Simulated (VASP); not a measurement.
Crystal: BAs.

```
CELL_PARAMETERS angstrom
2.12755 0.00000 0.00000
0.00000 3.17406 0.00000
0.00000 0.00000 4.95098
ATOMIC_POSITIONS crystal
B 0.00000 0.50000 0.00000
As 0.50000 0.50000 0.50000
```

```yaml
Program: VASP 6.6.1
Task: relaxation of cell and atoms
Functional: PBEsol
Dispersion: D4
Potentials_or_basis: VASP PAW PBE potentials, release 64 (B, As)
Cutoff: 600 eV
k_mesh: 12 × 8 × 6
Occupations: fermi-dirac, width 0.05 eV
Spin: no spin polarisation
```

At the start: pressure 1.3 GPa; volume 16.72 Å³/atom.

Question: How do energy, volume and symmetry change on relaxing?

Answer: Over 19 steps the energy falls by 1206.2 meV/atom and the volume is 12.39 Å³/atom (-25.9 %); space group P4/mmm (No. 123, to 0.05 Å).

The path:
```
step  energy change (eV)  largest force (eV/Å)  pressure (GPa)  volume (Å³)
   1              0.0000                0.0000            1.34        33.43
   2             -0.6313                0.0000           -9.36        33.76
   3             -0.6949                0.0000          -11.19        33.75
   4             -0.8580                0.0000          -14.51        33.63
   5             -1.1327                0.0000          -17.57        33.09
   6             -1.7012                0.0000          -13.92        28.75
   7             -1.9084                0.0000           18.50        22.43
   8             -2.0243                0.0000           -3.85        25.51
   9             -2.0575                0.0000            1.32        24.58
  10             -2.0596                0.0000            3.58        24.28
  11             -2.2097                0.0000           14.00        22.67
  12             -2.2106                0.0000           13.17        22.78
  13             -2.3888                0.0000            2.33        24.36
  14             -2.3894                0.0000            1.74        24.49
  15             -2.4117                0.0000           -0.01        24.77
  16             -2.4122                0.0000           -0.21        24.81
  17             -2.4122                0.0000           -0.25        24.82
  18             -2.4123                0.0000            0.13        24.78
  19             -2.4123                0.0000            0.06        24.79
```

Final structure:
```cif
data_structure
_symmetry_space_group_name_H-M 'P 1'
_symmetry_Int_Tables_number 1
_cell_length_a 3.1107
_cell_length_b 2.5480
_cell_length_c 3.1270
_cell_angle_alpha 90.000
_cell_angle_beta 90.000
_cell_angle_gamma 90.000
_cell_volume 24.79
loop_
_atom_site_label
_atom_site_type_symbol
_atom_site_fract_x
_atom_site_fract_y
_atom_site_fract_z
_atom_site_occupancy
B1 B 0.00000 0.50000 0.00000 1
As1 As 0.50000 0.50000 0.50000 1
```

Caveat: the volume moved by over 15 % at a fixed basis, so the end points are rough; the PAW data sets were made with another functional, which shifts forces and pressure a little.
